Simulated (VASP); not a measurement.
Here is a VASP 6.6.1 calculation.

Contents of INCAR:

```
SYSTEM = Ge2Sb2Te5
PREC     = Accurate       ! precision mode
ENCUT    = 520            ! plane-wave cutoff, eV
EDIFF    = 1E-7           ! SCF threshold, eV
ISMEAR   = 0              ! smearing method
SIGMA    = 0.15           ! smearing width, eV
LREAL    = .False.        ! projectors in reciprocal space
LASPH    = .True.         ! aspherical terms in the spheres
NELM     = 100            ! most SCF steps
ALGO     = Normal         ! electronic algorithm
ISIF     = 2              ! what is computed and relaxed
LWAVE    = .False.        ! write WAVECAR
LCHARG   = .False.        ! write CHGCAR
GGA      = PS             ! functional
NBANDS   = 44             ! bands
```

The input KPOINTS:

```
Automatic mesh
0
Gamma
  11 11 3
  0 0 0
```

The input POSCAR:

```
Ge2Sb2Te5
1.0
   -4.2017346381      0.0000000000      0.0000000000
   -2.1008673191     -3.6388089366      0.0000000000
   -5.2519582109     -3.0322194868     17.1060817248
Ge Sb Te
2 2 5
Direct
    0.8580826799      0.8580826799      0.1703075964
   -0.4117271999     -0.4117271999      0.4940924036
   -0.4573800996     -0.4573800996      0.9488940753
    0.0704355796      0.0704355796      0.7155059247
   -0.6934722600     -0.6934722600      0.8322000000
   -0.1776947788     -0.1776947788      0.6132582649
    0.6240502588      0.6240502588      0.0511417351
    0.1226066180      0.1226066180      0.2528821737
    0.3237488620      0.3237488620      0.4115178263
```

Potentials or basis: VASP PAW PBE potentials, release 64 (Ge_d, Sb, Te).

Command:

```bash
$ cat potpaw_PBE.64/Ge_d/POTCAR potpaw_PBE.64/Sb/POTCAR potpaw_PBE.64/Te/POTCAR > POTCAR
$ mpirun -np 1 vasp_std > vasp.out
```

Problem. Estimate the band gap on the k mesh.

Solution. Zero (bands 34 and 35 overlap by 0.39 eV).

Problem. What does it give for the largest force?

Solution. 16.198 eV/Å.

Problem. What does it give for the pressure?

Solution. 7.4 GPa.

Stress tensor (GPa, compression positive):
```
  5.76   3.94 -10.10
  3.94   1.21  -5.83
-10.10  -5.83  15.15
```

Caveat: the cell differs from its parent crystal (the part above a cut slid along it); the stress differs along the axes, from 1 to 15 GPa; the PAW data sets were made with another functional, which shifts forces and pressure a little; spin-orbit coupling is left out, which moves the levels of the heavy elements.
